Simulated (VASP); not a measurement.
# CdIn2O4 (Fd-3m) in VASP: settings compared, part 2 of 2

VASP 6.6.1. The steps go on from the part before.

### 3 Single point, LDA

This run uses another cell than the first one, of 13.42 Å³/atom.

Input file INCAR:

```
ALGO = Normal
EDIFF = 1E-6
ENCUT = 600
GGA = CA
GGA_COMPAT = False
ISIF = 2
ISMEAR = -1
LASPH = True
LCHARG = False
LREAL = False
LWAVE = False
NBANDS = 75
NELM = 120
PREC = Accurate
SIGMA = 0.02
```

Input file KPOINTS:

```
k-points
0
Gamma
  6 6 6
```

Input file POSCAR:

```
CdIn2O4
1.0
    0.0000000000      4.5459699028      4.5459699028
    4.5459699028      0.0000000000      4.5459699028
    4.5459699028      4.5459699028      0.0000000000
Cd In O
2 4 8
Direct
    0.0000000000      0.0000000000      0.0000000000
    0.2500000000      0.2500000000      0.2500000000
    0.6250000000      0.6250000000      0.6250000000
    0.1250000000      0.6250000000      0.6250000000
    0.6250000000      0.6250000000      0.1250000000
    0.6250000000      0.1250000000      0.6250000000
    0.8624440897      0.8624440897      0.8624440897
    0.8373322690      0.3875559103      0.3875559103
    0.8624440897      0.8624440897      0.4126677310
    0.3875559103      0.8373322690      0.3875559103
    0.4126677310      0.8624440897      0.8624440897
    0.3875559103      0.3875559103      0.3875559103
    0.8624440897      0.4126677310      0.8624440897
    0.3875559103      0.3875559103      0.8373322690
```

Potentials or basis: VASP PAW LDA potentials, release 64 (Cd, In_d, O).

Run with:

```sh
cat potpaw_LDA.64/Cd/POTCAR potpaw_LDA.64/In_d/POTCAR potpaw_LDA.64/O/POTCAR > POTCAR
mpirun -np 1 vasp_std > vasp.out
```

OUTCAR:

```text
EDIFF = 1E-6
   ENCUT = 600
   GGA = CA
   ISIF = 2
   ISMEAR = -1
   LASPH = True
   LREAL = False
   NELM = 120
   PREC = Accurate

 ion  position               nearest neighbor table
   1  0.000  0.000  0.000-   7 2.17   9 2.17  11 2.17  13 2.17   4 3.77   6 3.77   4 3.77   6 3.77
                             3 3.77   5 3.77   3 3.77   5 3.77   6 3.77   3 3.77   5 3.77   4 3.77
   2  0.250  0.250  0.250-  12 2.17  10 2.17   8 2.17  14 2.17   4 3.77   6 3.77   4 3.77   6 3.77
                             3 3.77   5 3.77   3 3.77   5 3.77   3 3.77   5 3.77   4 3.77   6 3.77
   3  0.625  0.625  0.625-   8 2.16   9 2.16  10 2.16  11 2.16  13 2.16  14 2.16   4 3.21   5 3.21
                             6 3.21   5 3.21   6 3.21   4 3.21   1 3.77   2 3.77   1 3.77   2 3.77
   4  0.125  0.625  0.625-   9 2.16  10 2.16  13 2.16  14 2.16   7 2.16  12 2.16   3 3.21   5 3.21
                             6 3.21   3 3.21   5 3.21   6 3.21   2 3.77   2 3.77   1 3.77   1 3.77
   5  0.625  0.625  0.125-   8 2.16  10 2.16  11 2.16  13 2.16  12 2.16   7 2.16   3 3.21   3 3.21
                             4 3.21   6 3.21   6 3.21   4 3.21   1 3.77   2 3.77   1 3.77   2 3.77
   6  0.625  0.125  0.625-   8 2.16   9 2.16  11 2.16  14 2.16  12 2.16   7 2.16   3 3.21   5 3.21
                             3 3.21   4 3.21   5 3.21   4 3.21   2 3.77   2 3.77   1 3.77   1 3.77
   7  0.862  0.862  0.862-   4 2.16   5 2.16   6 2.16   1 2.17
   8  0.837  0.388  0.388-   5 2.16   6 2.16   3 2.16   2 2.17
   9  0.862  0.862  0.413-   4 2.16   6 2.16   3 2.16   1 2.17
  10  0.388  0.837  0.388-   4 2.16   5 2.16   3 2.16   2 2.17
  11  0.413  0.862  0.862-   5 2.16   6 2.16   3 2.16   1 2.17
  12  0.388  0.388  0.388-   4 2.16   5 2.16   6 2.16   2 2.17
  13  0.862  0.413  0.862-   4 2.16   5 2.16   3 2.16   1 2.17
  14  0.388  0.388  0.837-   4 2.16   6 2.16   3 2.16   2 2.17

  LATTYP: Found a face centered cubic cell.
 ALAT       =     9.0919398056

  Lattice vectors:

 A1 = (   0.0000000000,   4.5459699028,   4.5459699028)
 A2 = (   4.5459699028,   0.0000000000,   4.5459699028)
 A3 = (   4.5459699028,   4.5459699028,   0.0000000000)

Analysis of symmetry for initial positions (statically):
=====================================================================
 Subroutine PRICEL returns:
 Original cell was already a primitive cell.

 Routine SETGRP: Setting up the symmetry group for a
 face centered cubic supercell.

 Subroutine GETGRP returns: Found 48 space group operations
 (whereof 24 operations were pure point group operations)
 out of a pool of 48 trial point group operations.

The static configuration has the point symmetry T_d .
 The point group associated with its full space group is O_h .

Analysis of symmetry for dynamics (positions and initial velocities):
=====================================================================
 Subroutine PRICEL returns:
 Original cell was already a primitive cell.

 Routine SETGRP: Setting up the symmetry group for a
 face centered cubic supercell.

 Subroutine GETGRP returns: Found 48 space group operations
 (whereof 24 operations were pure point group operations)
 out of a pool of 48 trial point group operations.

The dynamic configuration has the point symmetry T_d .
 The point group associated with its full space group is O_h .

 Subroutine INISYM returns: Found 48 space group operations
 (whereof 24 operations are pure point group operations),
 and found     1 'primitive' translations

----------------------------------------------------------------------------------------

[... 99 lines left out ...]
   ISTART =      0    job   : 0-new  1-cont  2-samecut
   ICHARG =      2    charge: 1-file 2-atom 10-const
   ISPIN  =      1    spin polarized calculation?
   LNONCOLLINEAR =      F non collinear calculations
   LSORBIT =      F    spin-orbit coupling
   LASPH  =      T    aspherical Exc in radial PAW
   ENCUT  =  600.0 eV  44.10 Ry    6.64 a.u.  12.84 12.84 12.84*2*pi/ulx,y,z
   NELM   =    120;   NELMIN=  2; NELMDL= -5     # of ELM steps
   EDIFF  = 0.1E-05   stopping-criterion for ELM
   LREAL  =      F    real-space projection
   EDIFFG = 0.1E-04   stopping-criterion for IOM
   NSW    =      0    number of steps for IOM
   IBRION =     -1    ionic relax: 0-MD 1-quasi-New 2-CG
   NFREE  =      0    steps in history (QN), initial steepest desc. (CG)
   ISIF   =      2    stress and relaxation
   ISYM   =      2    0-nonsym 1-usesym 2-fastsym
   POTIM  = 0.5000    time-step for ionic-motion
   TEBEG  =    0.0;   TEEND  =   0.0 temperature during run
   PSTRESS=    0.0 pullay stress
   NELECT =     124.0000    total number of electrons
   NUPDOWN=      -1.0000    fix difference up-down
   EMIN   =  10.00;   EMAX   =-10.00  energy-range for DOS
   EFERMI =   0.00;   METHOD = LEGACY
   ISMEAR =    -1;   SIGMA  =   0.02  broadening in eV -4-tet -1-fermi 0-gaus
   EFERMI_NEDOS =   21; number of points for ismear=-14 and -15
   IALGO  =     38    algorithm
   IMIX   =      4    mixing-type and parameters
     AMIX     =   0.40;   BMIX     =  1.00
     AMIX_MAG =   1.60;   BMIX_MAG =  1.00
  volume/ion in A,a.u.               =      13.42        90.57
  Fermi-wavevector in a.u.,A,eV,Ry     =   1.425319  2.693463 27.640714  2.031535
  Thomas-Fermi vector in A             =   2.545716
   LORBIT       =      0    0 simple, 1 ext, 2 COOP (PROOUT), +10 PAW based schemes
   GGA     = CA    functional components
   LHFCALC =     F    Hartree Fock is set to
   AEXX    =    0.0000 exact exchange contribution
   IVDW    =     0    specifies the selected vdW correction
   LEPSILON=     F    determine dielectric tensor
   LRPA    =     F    only Hartree local field effects (RPA)
 non-spin polarized calculation
  energy-cutoff  :      600.00
  volume of cell :      187.89
 maximum number of plane-waves:      6314
 NGX is ok and might be reduce to    54
   NGX = 25   NGY = 25   NGZ = 25

 number of electron     123.9999983 magnetization

 Free energy of the ion-electron system (eV)
  ---------------------------------------------------
  ext. energy  EPLUGINS =         0.00000000
  ---------------------------------------------------
  free energy    TOTEN  =       -82.75503854 eV

  energy without entropy =      -82.75503854  energy(sigma->0) =      -82.75503854

 E-fermi :   4.1211     XC(G=0): -11.4748

 val. band max:        3.5813818756   @ k =   0.5000   0.0000   0.0000
 cond. band min:       4.6734948196   @ k =   0.0000   0.0000   0.0000
 fundamental gap:      1.0921129440
 Fermi energy:         4.1211452251

 k-point     1 :       0.0000    0.0000    0.0000
  band No.  band energies     occupation
      1     -13.8240      2.00000
      2     -13.1533      2.00000
      3     -13.1533      2.00000
      4     -13.1533      2.00000
      5     -12.7975      2.00000
      6     -12.5421      2.00000
[... 1221 lines left out ...]
     73      13.0623      0.00000
     74      13.0625      0.00000
 [bands above 74 left out]

------------------------ aborting loop because EDIFF is reached ----------------------------------------

  FORCE on cell =-STRESS in cart. coord.  units (eV):
  Direction    XX          YY          ZZ          XY          YZ          ZX
  --------------------------------------------------------------------------------------
  -------------------------------------------------------------------------------------
  Total        1.0829968      1.0829968      1.0829968     -0.0000000      0.0000000      0.0000000
  in kB        9.2348129      9.2348129      9.2348129     -0.0000000      0.0000000      0.0000000
  external PRESSURE =       9.2348129 kB  Pullay stress =       0.0000000 kB

 VOLUME and BASIS-vectors are now :
 -----------------------------------------------------------------------------
  energy-cutoff  :      600.00
  volume of cell :      187.89
      direct lattice vectors                 reciprocal lattice vectors
     0.000000000  4.545969903  4.545969903    -0.109987530  0.109987530  0.109987530
     4.545969903  0.000000000  4.545969903     0.109987530 -0.109987530  0.109987530
     4.545969903  4.545969903  0.000000000     0.109987530  0.109987530 -0.109987530

 POSITION                                       TOTAL-FORCE (eV/Angst)
 -----------------------------------------------------------------------------------
      0.00000      0.00000      0.00000         0.000000      0.000000     -0.000000
      2.27298      2.27298      2.27298         0.000000      0.000000     -0.000000
      5.68246      5.68246      5.68246         0.000000      0.000000     -0.000000
      5.68246      3.40948      3.40948         0.000000      0.000000     -0.000000
      3.40948      3.40948      5.68246         0.000000      0.000000     -0.000000
      3.40948      5.68246      3.40948         0.000000      0.000000     -0.000000
      7.84129      7.84129      7.84129        -0.024692     -0.024692     -0.024692
      3.52364      5.56830      5.56830         0.024692     -0.024692     -0.024692
      5.79662      5.79662      7.84129         0.024692      0.024692     -0.024692
      5.56830      3.52364      5.56830        -0.024692      0.024692     -0.024692
      7.84129      5.79662      5.79662        -0.024692      0.024692      0.024692
      3.52364      3.52364      3.52364         0.024692      0.024692      0.024692
      5.79662      7.84129      5.79662         0.024692     -0.024692      0.024692
      5.56830      5.56830      3.52364        -0.024692     -0.024692      0.024692
 -----------------------------------------------------------------------------------
    total drift:                                0.000000      0.000000     -0.000000

  FREE ENERGIE OF THE ION-ELECTRON SYSTEM (eV)
  ---------------------------------------------------
  free  energy   TOTEN  =       -82.7550385448 eV

  energy  without entropy=      -82.7550385448  energy(sigma->0) =      -82.75503854
```

Wall time 4.1 min (1 thread of AMD EPYC 9R45 (Zen 5), shared host); peak memory 0.41 GiB.

Results:

```yaml
Free_energy: -82.7550 eV
Pressure: 0.9 GPa
Largest_force: 0.043 eV/Å
Band_gap_on_the_k_mesh: 1.09 eV (least direct gap 1.14 eV)
```

Forces on the atoms (eV/Å):
```
Cd   0.000  0.000  0.000
Cd   0.000  0.000  0.000
In   0.000  0.000  0.000
In   0.000  0.000  0.000
In   0.000  0.000  0.000
In   0.000  0.000  0.000
O   -0.025 -0.025 -0.025
O    0.025 -0.025 -0.025
O    0.025  0.025 -0.025
O   -0.025  0.025 -0.025
O   -0.025  0.025  0.025
O    0.025  0.025  0.025
O    0.025 -0.025  0.025
O   -0.025 -0.025  0.025
```

Levels at points of the mesh, in eV from the valence-band top:
| k point | band 59 | band 60 | band 61 | band 62 | band 63 | band 64 | band 65 | band 66 |
| --- | --- | --- | --- | --- | --- | --- | --- | --- |
| (0.00, 0.00, 0.00) | -0.13 | -0.13 | -0.05 | -0.05 | 1.09 | 5.14 | 5.69 | 5.69 |
| (0.50, 0.00, 0.00) | -0.34 | -0.34 | 0.00 | 0.00 | 3.82 | 3.97 | 6.06 | 6.67 |
| (0.50, 0.50, 0.00) | -0.23 | -0.23 | -0.10 | -0.10 | 4.62 | 4.62 | 6.16 | 6.16 |

Caveat: spin-orbit coupling is left out, which moves the levels of the heavy elements. A k mesh can miss the band edges.

### 4 Single point, PBEsol

This run uses another cell than the first one, of 13.86 Å³/atom.

Input file INCAR:

```
PREC = Accurate ; ENCUT = 600
EDIFF = 1E-6 ; ISMEAR = -1
SIGMA = 0.02 ; LREAL = F
LASPH = T ; NELM = 120
ALGO = Normal ; ISIF = 2
LWAVE = F ; LCHARG = F
GGA = PS ; NBANDS = 75
GGA_COMPAT = F
```

Input file KPOINTS:

```
regular mesh
0
Gamma
  6 6 6
```

Input file POSCAR:

```
CdIn2O4
1.0
    0.0000000000      4.5953212429      4.5953212429
    4.5953212429      0.0000000000      4.5953212429
    4.5953212429      4.5953212429      0.0000000000
Cd In O
2 4 8
Direct
    0.0000000000      0.0000000000      0.0000000000
    0.2500000000      0.2500000000      0.2500000000
    0.6250000000      0.6250000000      0.6250000000
    0.1250000000      0.6250000000      0.6250000000
    0.6250000000      0.6250000000      0.1250000000
    0.6250000000      0.1250000000      0.6250000000
    0.8622646661      0.8622646661      0.8622646661
    0.8367939982      0.3877353339      0.3877353339
    0.8622646661      0.8622646661      0.4132060018
    0.3877353339      0.8367939982      0.3877353339
    0.4132060018      0.8622646661      0.8622646661
    0.3877353339      0.3877353339      0.3877353339
    0.8622646661      0.4132060018      0.8622646661
    0.3877353339      0.3877353339      0.8367939982
```

Potentials or basis: VASP PAW PBE potentials, release 64 (Cd, In_d, O).

Run with:

```sh
cat potpaw_PBE.64/Cd/POTCAR potpaw_PBE.64/In_d/POTCAR potpaw_PBE.64/O/POTCAR > POTCAR
mpirun -np 1 vasp_std > vasp.out
```

Wall time 4.6 min (1 thread of AMD EPYC 9R45 (Zen 5), shared host); peak memory 0.5 GiB.

The run converged. Its results:

```
Free energy            : -76.9323 eV
Pressure               : 0.6 GPa
Largest force          : 0.037 eV/Å
Band gap on the k mesh : 0.97 eV (least direct gap 1.03 eV)
```

Forces on the atoms (eV/Å):
```
Cd   0.000  0.000  0.000
Cd   0.000  0.000  0.000
In   0.000  0.000  0.000
In   0.000  0.000  0.000
In   0.000  0.000  0.000
In   0.000  0.000  0.000
O   -0.021 -0.021 -0.021
O    0.021 -0.021 -0.021
O    0.021  0.021 -0.021
O   -0.021  0.021 -0.021
O   -0.021  0.021  0.021
O    0.021  0.021  0.021
O    0.021 -0.021  0.021
O   -0.021 -0.021  0.021
```

Levels at points of the mesh, in eV from the valence-band top:
```tsv
k point	band 58	band 59	band 60	band 61	band 62	band 63	band 64	band 65	band 66	band 67
(0.00, 0.00, 0.00)	-0.11	-0.11	-0.11	-0.06	-0.06	0.97	4.99	5.61	5.61	5.61
(0.50, 0.00, 0.00)	-0.35	-0.31	-0.31	0.00	0.00	3.68	3.87	5.93	6.52	6.54
(0.50, 0.50, 0.00)	-0.72	-0.21	-0.21	-0.08	-0.08	4.49	4.49	6.00	6.00	6.54
```

Caveat: the PAW data sets were made with another functional, which shifts forces and pressure a little; spin-orbit coupling is left out, which moves the levels of the heavy elements. A hybrid or GW would open this gap; PBEsol tends to underestimate it.

### 5 The runs side by side

| level | potentials or basis | cell | gap on the mesh (eV) | pressure (GPa) | largest force (eV/Å) |
| --- | --- | --- | --- | --- | --- |
| PBE | VASP PAW PBE potentials, release 64 (Cd, In_d, O) | a = 6.587 Å, angles 60.0°, 14 atoms, atomic positions A | 0.91 | 0.5 | 0.03 |
| LDA | VASP PAW LDA potentials, release 64 (Cd, In_d, O) | a = 6.429 Å, angles 60.0°, 14 atoms, atomic positions B | 1.09 | 0.9 | 0.04 |
| PBEsol | VASP PAW PBE potentials, release 64 (Cd, In_d, O) | a = 6.499 Å, angles 60.0°, 14 atoms, atomic positions C | 0.97 | 0.6 | 0.04 |

Alike in all rows: task single point; no spin polarisation; k mesh 6 × 6 × 6; cutoff (eV) 600; smearing fermi-dirac 0.02 eV.

Caveats: spin-orbit coupling is left out, which moves the levels of the heavy elements; the PAW data sets were made with another functional, which shifts forces and pressure a little (at least some runs).

Total energies depend on the potentials used, so only differences within one code and one set of settings carry meaning.
